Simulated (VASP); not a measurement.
# BH3Pb12 in VASP: single point with PBE+D3(BJ)

Aim: the single point of BH3Pb12 with PBE+D3(BJ).

All numbers are computed with VASP 6.6.1; they aren't measurements. Logs are shortened: lines on timing, memory, paths and dates and some standing lists are left out, and cuts for length are marked.

### 1 The cell of the first run

The cell holds a slab with vacuum, 16 atoms: a = 7.014 Å, b = 7.014 Å, c = 24.607 Å, α = 90.00°, β = 90.00°, γ = 90.00°.

### 2 Single point, PBE+D3(BJ)

INCAR

```
SYSTEM = BH3Pb12
PREC = Accurate ; ENCUT = 520
EDIFF = 1E-7 ; ISMEAR = 0
SIGMA = 0.1 ; LREAL = Auto
LASPH = .TRUE. ; NELM = 100
ALGO = Normal ; ISIF = 2
LWAVE = .FALSE. ; LCHARG = .TRUE.
LDIPOL = .TRUE. ; IDIPOL = 3
DIPOL = 0.5 0.5 0.481 ; GGA = PE
IVDW = 12 ; LELF = .TRUE.
LVHAR = .TRUE. ; LVACPOTAV = .TRUE.
NBANDS = 101
```

KPOINTS

```
Automatic mesh
0
G
  3 3 1
  0 0 0
```

POSCAR

```
BH3Pb12
1.0
    7.0141808633      0.0000000000      0.0000000000
    0.0000000000      7.0141808633      0.0000000000
    0.0000000000      0.0000000000     24.6071748529
Pb B H
12 1 3
Direct
    0.2500000000      0.2500000000      0.3251084307
    0.2500000000      0.7500000000      0.3251084307
    0.7500000000      0.2500000000      0.3251084307
    0.7500000000      0.7500000000      0.3251084307
    0.5025290613      0.4981331176      0.4240912209
    0.5003717712      0.0096460687      0.4277615816
    0.0041342616      0.5151073603      0.4329810162
    0.0019156612      0.0076533736      0.4313650156
    0.7561567534      0.7632038683      0.5323096331
    0.7377278969      0.2739701251      0.5349789634
    0.2155598956      0.7737000012      0.5442857392
    0.2816205756      0.2726153075      0.5337790270
    0.9360477352      0.8562262165      0.6248473926
    1.0887464593      0.7971594591      0.6414765748
    0.8012963375      0.7613562971      0.6397191403
    0.9182951399      1.0273514231      0.6217234982
```

Potentials or basis: VASP PAW PBE potentials, release 64 (Pb_d, B, H).

Started as:

```bash
> cat potpaw_PBE.64/Pb_d/POTCAR potpaw_PBE.64/B/POTCAR potpaw_PBE.64/H/POTCAR > POTCAR
> mpirun -np 1 vasp_std > vasp.out
```

OUTCAR:

```text
SYSTEM = BH3Pb12
   PREC = Accurate
   ENCUT = 520
   EDIFF = 1E-7
   ISMEAR = 0
   LREAL = Auto
   LASPH = .TRUE.
   NELM = 100
   ISIF = 2
   GGA = PE
   IVDW = 12
 IVDW          = 12

 ion  position               nearest neighbor table
   1  0.250  0.250  0.325-   5 3.48   3 3.51   2 3.51   2 3.51   3 3.51   6 3.51   8 3.57   7 3.67

   2  0.250  0.750  0.325-   5 3.49   4 3.51   1 3.51   1 3.51   4 3.51   7 3.57   6 3.58   8 3.62

   3  0.750  0.250  0.325-   5 3.46   6 3.51   1 3.51   4 3.51   4 3.51   1 3.51   8 3.58   7 3.70

   4  0.750  0.750  0.325-   5 3.47   3 3.51   2 3.51   3 3.51   2 3.51   6 3.57   7 3.60   8 3.64

   5  0.503  0.498  0.424-   6 3.43   3 3.46   4 3.47   1 3.48  12 3.49   2 3.49   7 3.50   7 3.53
                            10 3.56   6 3.59   9 3.70  11 4.07
   6  0.500  0.010  0.428-   5 3.43   8 3.50   3 3.51   1 3.51   8 3.52  12 3.54   4 3.57   2 3.58
                             9 3.58   5 3.59  10 3.63  11 3.87
   7  0.004  0.515  0.433-   8 3.46   9 3.47   5 3.50   5 3.53  10 3.56   8 3.56   2 3.57  12 3.58
                             4 3.60  11 3.60   1 3.67   3 3.70
   8  0.002  0.008  0.431-   7 3.46   9 3.48   6 3.50   6 3.52  11 3.56   7 3.56   1 3.57   3 3.58
                             2 3.62   4 3.64  10 3.66  12 3.70
   9  0.756  0.763  0.532-  13 2.68  11 3.24  10 3.43   7 3.47   8 3.48   6 3.58  10 3.59   5 3.70
                            11 3.80
  10  0.738  0.274  0.535-  12 3.20   9 3.43   5 3.56   7 3.56   9 3.59   6 3.63   8 3.66  12 3.82

  11  0.216  0.774  0.544-  13 2.85   9 3.24  12 3.54  12 3.55   8 3.56   7 3.60   9 3.80   6 3.87
                             5 4.07
  12  0.282  0.273  0.534-  10 3.20   5 3.49  11 3.54   6 3.54  11 3.55   7 3.58   8 3.70  10 3.82

  13  0.936  0.856  0.625-  16 1.21  15 1.21  14 1.22   9 2.68  11 2.85
  14  0.089  0.797  0.641-  13 1.22
  15  0.801  0.761  0.640-  13 1.21
  16  0.918  0.027  0.622-  13 1.21

  LATTYP: Found a simple tetragonal cell.
 ALAT       =     7.0141808633
 C/A-ratio  =     3.5082036424

  Lattice vectors:

 A1 = (   7.0141808633,   0.0000000000,   0.0000000000)
 A2 = (   0.0000000000,   7.0141808633,   0.0000000000)
 A3 = (   0.0000000000,   0.0000000000,  24.6071748529)

Analysis of symmetry for initial positions (statically):
=====================================================================
 Subroutine PRICEL returns:
 Original cell was already a primitive cell.

 Routine SETGRP: Setting up the symmetry group for a
 simple tetragonal supercell.

 Subroutine GETGRP returns: Found  1 space group operations
 (whereof  1 operations were pure point group operations)
 out of a pool of 16 trial point group operations.

The static configuration has the point symmetry C_1 .

Analysis of symmetry for dynamics (positions and initial velocities):
=====================================================================
 Subroutine PRICEL returns:
 Original cell was already a primitive cell.

 Routine SETGRP: Setting up the symmetry group for a
 simple tetragonal supercell.

 Subroutine GETGRP returns: Found  1 space group operations
 (whereof  1 operations were pure point group operations)
 out of a pool of 16 trial point group operations.

The dynamic configuration has the point symmetry C_1 .

 Subroutine INISYM returns: Found  1 space group operations
 (whereof  1 operations are pure point group operations),
 and found     1 'primitive' translations

----------------------------------------------------------------------------------------

                                     Primitive cell

  volume of cell :    1210.6418

  direct lattice vectors                    reciprocal lattice vectors
     7.014180863  0.000000000  0.000000000     0.142568323  0.000000000  0.000000000
     0.000000000  7.014180863  0.000000000     0.000000000  0.142568323  0.000000000
     0.000000000  0.000000000 24.607174853     0.000000000  0.000000000  0.040638554

  length of vectors
     7.014180863  7.014180863 24.607174853     0.142568323  0.142568323  0.040638554

  position of ions in fractional coordinates (direct lattice)
     0.250000000  0.250000000  0.325108431
     0.250000000  0.750000000  0.325108431
     0.750000000  0.250000000  0.325108431
     0.750000000  0.750000000  0.325108431
     0.502529061  0.498133118  0.424091221
     0.500371771  0.009646069  0.427761582
[... 8 lines left out ...]
     0.801296337  0.761356297  0.639719140
     0.918295140  0.027351423  0.621723498

  ion indices of the primitive-cell ions
   primitive index   ion index
                 1           1
                 2           2
                 3           3
                 4           4
                 5           5
                 6           6
[... 8 lines left out ...]
                15          15
                16          16

----------------------------------------------------------------------------------------

 KPOINTS: Automatic mesh

Automatic generation of k-mesh.
 Grid dimensions read from file:
 generate k-points for:    3    3    1

 Generating k-lattice:

  Cartesian coordinates                     Fractional coordinates (reciprocal lattice)
     0.047522774  0.000000000  0.000000000     0.333333333  0.000000000  0.000000000
     0.000000000  0.047522774  0.000000000     0.000000000  0.333333333  0.000000000
     0.000000000  0.000000000  0.040638554     0.000000000  0.000000000  1.000000000

  Length of vectors
     0.047522774  0.047522774  0.040638554

  Shift w.r.t. Gamma in fractional coordinates (k-lattice)
     0.000000000  0.000000000  0.000000000

 Subroutine IBZKPT returns following result:
 ===========================================

 Found      5 irreducible k-points:

 Following reciprocal coordinates:
            Coordinates               Weight
  0.000000  0.000000  0.000000      1.000000
  0.333333  0.000000  0.000000      2.000000
  0.000000  0.333333  0.000000      2.000000
  0.333333  0.333333  0.000000      2.000000
 -0.333333  0.333333  0.000000      2.000000
   k-points           NKPTS =      5   k-points in BZ     NKDIM =      5   number of bands    NBANDS=    101
   number of dos      NEDOS =    301   number of ions     NIONS =     16
   total plane-waves  NPLWV = 559872
   dimension x,y,z NGX =    54 NGY =   54 NGZ =  192
   dimension x,y,z NGXF=   108 NGYF=  108 NGZF=  384
   ions per type =              12   1   3
   NGX,Y,Z   is equivalent  to a cutoff of  12.80, 12.80, 12.97 a.u.
   NGXF,Y,Z  is equivalent  to a cutoff of  25.60, 25.60, 25.94 a.u.
 SYSTEM =  BH3Pb12
   PREC   = accura    normal or accurate (medium, high low for compatibility)
   ISTART =      0    job   : 0-new  1-cont  2-samecut
   ICHARG =      2    charge: 1-file 2-atom 10-const
   ISPIN  =      1    spin polarized calculation?
   LNONCOLLINEAR =      F non collinear calculations
   LSORBIT =      F    spin-orbit coupling
   LASPH  =      T    aspherical Exc in radial PAW
   ENCUT  =  520.0 eV  38.22 Ry    6.18 a.u.  13.04 13.04 45.75*2*pi/ulx,y,z
   NELM   =    100;   NELMIN=  2; NELMDL= -5     # of ELM steps
   EDIFF  = 0.1E-06   stopping-criterion for ELM
   LREAL  =      T    real-space projection
   EDIFFG = 0.1E-05   stopping-criterion for IOM
   NSW    =      0    number of steps for IOM
   IBRION =     -1    ionic relax: 0-MD 1-quasi-New 2-CG
   NFREE  =      0    steps in history (QN), initial steepest desc. (CG)
   ISIF   =      2    stress and relaxation
   ISYM   =      2    0-nonsym 1-usesym 2-fastsym
   POTIM  = 0.5000    time-step for ionic-motion
   TEBEG  =    0.0;   TEEND  =   0.0 temperature during run
   PSTRESS=    0.0 pullay stress
   NELECT =     174.0000    total number of electrons
   NUPDOWN=      -1.0000    fix difference up-down
   EMIN   =  10.00;   EMAX   =-10.00  energy-range for DOS
   EFERMI =   0.00;   METHOD = LEGACY
   ISMEAR =     0;   SIGMA  =   0.10  broadening in eV -4-tet -1-fermi 0-gaus
   EFERMI_NEDOS =   21; number of points for ismear=-14 and -15
   IALGO  =     38    algorithm
   IMIX   =      4    mixing-type and parameters
     AMIX     =   0.40;   BMIX     =  1.00
     AMIX_MAG =   1.60;   BMIX_MAG =  1.00
  volume/ion in A,a.u.               =      75.67       510.61
  Fermi-wavevector in a.u.,A,eV,Ry     =   0.857537  1.620509 10.005304  0.735369
  Thomas-Fermi vector in A             =   1.974605
   LORBIT       =      0    0 simple, 1 ext, 2 COOP (PROOUT), +10 PAW based schemes
   GGA     = PE    functional components
   LHFCALC =     F    Hartree Fock is set to
   AEXX    =    0.0000 exact exchange contribution
   IVDW    =    12    specifies the selected vdW correction
   LEPSILON=     F    determine dielectric tensor
   LRPA    =     F    only Hartree local field effects (RPA)
 non-spin polarized calculation
 Gauss-broadening in eV      SIGMA  =   0.10
  energy-cutoff  :      520.00
  volume of cell :     1210.64
 maximum number of plane-waves:     32590
 NGX is ok and might be reduce to    54
   NGX = 27   NGY = 27   NGZ = 91

 dipolmoment           0.000000      0.000000     -0.160623 electrons x Angstroem

 number of electron     174.0000000 magnetization

 dipolmoment           0.000000      0.000000      0.227238 electrons x Angstroem

 Free energy of the ion-electron system (eV)
  ---------------------------------------------------
  ext. energy  EPLUGINS =         0.00000000
  ---------------------------------------------------
  free energy    TOTEN  =       -56.47182715 eV

  energy without entropy =      -56.41669829  energy(sigma->0) =      -56.44426272

 E-fermi :  -0.6899     XC(G=0):  -3.9834

 val. band max:       -0.7578288810   @ k =  -0.3333   0.3333   0.0000
 cond. band min:      -0.6788588515   @ k =  -0.3333   0.3333   0.0000
 fundamental gap:      0.0789700296
 Fermi energy:        -0.6898513061

 k-point     1 :       0.0000    0.0000    0.0000
  band No.  band energies     occupation
      1     -17.8927      2.00000
      2     -17.8755      2.00000
      3     -17.8368      2.00000
      4     -17.8131      2.00000
      5     -17.8096      2.00000
      6     -17.7983      2.00000
[... 499 lines left out ...]
     98       1.5245      0.00000
     99       1.6925      0.00000
 [bands above 99 left out]

------------------------ aborting loop because EDIFF is reached ----------------------------------------

 Edisp (eV)   -3.51691

 E8    (eV) :    -1.8184

  FORCE on cell =-STRESS in cart. coord.  units (eV):
  Direction    XX          YY          ZZ          XY          YZ          ZX
  --------------------------------------------------------------------------------------
  -------------------------------------------------------------------------------------
  Total      -2.44158    -3.23568    -0.21536    -0.10189    -0.01418     0.05523
  in kB      -3.23121    -4.28214    -0.28501    -0.13485    -0.01876     0.07309
  external pressure =       -2.60 kB  Pullay stress =        0.00 kB

 VOLUME and BASIS-vectors are now :
 -----------------------------------------------------------------------------
  energy-cutoff  :      520.00
  volume of cell :     1210.64
      direct lattice vectors                 reciprocal lattice vectors
     7.014180863  0.000000000  0.000000000     0.142568323  0.000000000  0.000000000
     0.000000000  7.014180863  0.000000000     0.000000000  0.142568323  0.000000000
     0.000000000  0.000000000 24.607174853     0.000000000  0.000000000  0.040638554

 POSITION                                       TOTAL-FORCE (eV/Angst)
 -----------------------------------------------------------------------------------
      1.75355      1.75355      8.00000         0.060886     -0.015266     -0.036282
      1.75355      5.26064      8.00000        -0.166778      0.035375     -0.028829
      5.26064      1.75355      8.00000        -0.059225     -0.025414      0.020893
      5.26064      5.26064      8.00000         0.152661      0.000857      0.003413
      3.52483      3.49400     10.43569        -0.002725      0.001082     -0.008985
      3.50970      0.06766     10.52600         0.005584     -0.001520      0.009014
[... 8 lines left out ...]
      5.62044      5.34029     15.74168        -0.009117     -0.003776      0.005687
      6.44109      0.19185     15.29886         0.004848      0.006219      0.007780
 -----------------------------------------------------------------------------------
    total drift:                                0.003557      0.009691     -0.026072

  FREE ENERGIE OF THE ION-ELECTRON SYSTEM (eV)
  ---------------------------------------------------
  free  energy   TOTEN  =       -59.9887376044 eV

  energy  without entropy=      -59.9336087470  energy(sigma->0) =      -59.96117318

 vacuum level on the upper side and lower side of the slab         3.989         3.153
```

Wall time 63 min (1 thread of Intel Xeon 8259CL, shared host); peak memory 1.2 GiB.

Results:

```
Free energy                : -59.9887 eV
Largest force              : 0.173 eV/Å
Band gap on the k mesh     : zero (bands 87 and 88 overlap by 0.06 eV)
Dispersion energy per atom : -0.220 eV
```

Forces in eV/Å, atoms in the order of the input:
```
Pb   0.061 -0.015 -0.036
Pb  -0.167  0.035 -0.029
Pb  -0.059 -0.025  0.021
Pb   0.153  0.001  0.003
Pb  -0.003  0.001 -0.009
Pb   0.006 -0.002  0.009
Pb  -0.003  0.002  0.001
Pb   0.002  0.002  0.012
Pb   0.010  0.009  0.010
Pb   0.011  0.006  0.011
Pb   0.004 -0.002  0.003
Pb  -0.018 -0.007  0.002
B    0.000  0.003 -0.021
H    0.007 -0.009  0.011
H   -0.009 -0.004  0.006
H    0.005  0.006  0.008
```

Caveat: spin-orbit coupling is left out, which moves the levels of the heavy elements.

The gap in the log of VASP goes by the Fermi energy; the results here count the filled bands.